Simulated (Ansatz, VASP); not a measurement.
**Two plane-wave programs on Cu**

```
CELL_PARAMETERS angstrom
-1.45985 1.45985 1.45985
1.45985 -1.45985 1.45985
1.45985 1.45985 -1.45985
ATOMIC_POSITIONS crystal
Cu 0.00000 0.00000 0.00000
```

Alike in both runs: functional RPBE; k mesh 15 × 15 × 15; occupations fermi-dirac, width 0.1 eV; no spin polarisation.

Ansatz relaxed the structure, and its values are those at the end. VASP's run is a single point on that final structure, the one shown.

|  | VASP | Ansatz |
| --- | --- | --- |
| version | VASP 6.6.1 | Ansatz 0.2.0 |
| potentials or method | VASP PAW PBE potentials, release 64 (Cu), cutoff 520 eV | plane waves (420 eV) with PAW, scalar-relativistic |
| valence electrons in the cell | 11 | 19 |

```csv
,VASP,Ansatz,Ansatz less VASP
pressure (GPa),0.5,0.0,-0.54
```

VASP's potentials were made for PBE, not for RPBE. The functional is the same, so the differences come from potentials, cutoffs and numerics. VASP's potentials hold 11 valence electrons a cell and Ansatz's 19, so a difference there can come from the potentials and not from the codes.
